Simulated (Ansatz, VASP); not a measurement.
FeO in VASP and in Ansatz

INCAR

```
SYSTEM = FeO
PREC     = Accurate       ! precision mode
ENCUT    = 520            ! plane-wave cutoff, eV
EDIFF    = 1E-7           ! SCF threshold, eV
ISMEAR   = -1             ! smearing method
SIGMA    = 0.05           ! smearing width, eV
LREAL    = .False.        ! projectors in reciprocal space
LASPH    = .True.         ! aspherical terms in the spheres
NELM     = 150            ! most SCF steps
ALGO     = Normal         ! electronic algorithm
ISIF     = 2              ! what is computed and relaxed
LWAVE    = .False.        ! write WAVECAR
LCHARG   = .False.        ! write CHGCAR
ISPIN    = 2              ! spin polarisation
MAGMOM   = 3 0            ! initial moments
LORBIT   = 11             ! projections on sites
LMAXMIX  = 4              ! l up to which the mixer works
NBANDS   = 18             ! bands
```

Contents of KPOINTS:

```
Automatic mesh
0
Gamma
  12 12 12
  0 0 0
```

The input POSCAR:

```
FeO
1.0
   -1.6231861388      1.6231861388      2.1108084499
    1.6231861388     -1.6231861388      2.1108084499
    1.6231861388      1.6231861388     -2.1108084499
Fe O
1 1
Direct
    0.0000000000      0.0000000000      0.0000000000
    0.5000000000      0.5000000000      0.0000000000
```

File input.yaml:

```yaml
crystal:
  lattice:
    - [-1.6231861388, 1.6231861388, 2.1108084499]
    - [1.6231861388, -1.6231861388, 2.1108084499]
    - [1.6231861388, 1.6231861388, -2.1108084499]
  atoms:
    - { symbol: Fe, position: [0.0, 0.0, 0.0], spin: 3.0 }
    - { symbol: O, position: [0.5, 0.5, 0.0] }
kpoints:
  mp_grid: { grid: [12, 12, 12] }
scf:
  occupations: { method: fermi_dirac, width: 0.05 }
hamiltonian:
  xc: lda
  pseudopotentials: { kind: all_electron, lapw: { basis_error: 0.001 } }
magnetization:
  spin_polarized: true
output:
  forces: true
  stress: true
  eigenvalues: true
```

Change from the starting cell: volume scaled by 1.04.

Alike in both runs: task single point; functional LDA; k mesh 12 × 12 × 12; occupations fermi-dirac, width 0.05 eV; collinear spin.

|  | VASP | Ansatz |
| --- | --- | --- |
| version | VASP 6.6.1 | Ansatz 0.2.0 |
| potentials or method | VASP PAW LDA potentials, release 64 (Fe, O), cutoff 520 eV | all-electron LAPW, scalar-relativistic |

```tsv
	VASP	Ansatz	Ansatz less VASP
gap on the k mesh at the Fermi level (eV)	none	none	-
pressure (GPa)	-26.4	-26.6	-0.15
traceless stress, the component that is largest in VASP (GPa)	-0.57	-0.82	-0.250
net moment per atom (μB)	2.00	2.00	+0.001
size of the moment on the site where the two differ most (μB)	0.31	0.32	+0.015
```

LDA's correlation is that of Perdew and Zunger in VASP and of Perdew and Wang (1992) in Ansatz. Site moments also hang on the region over which each program counts them. A gap of «none» marks a metal or a gap that the smearing closes. Ansatz ran all-electron here, and VASP with PAW potentials.
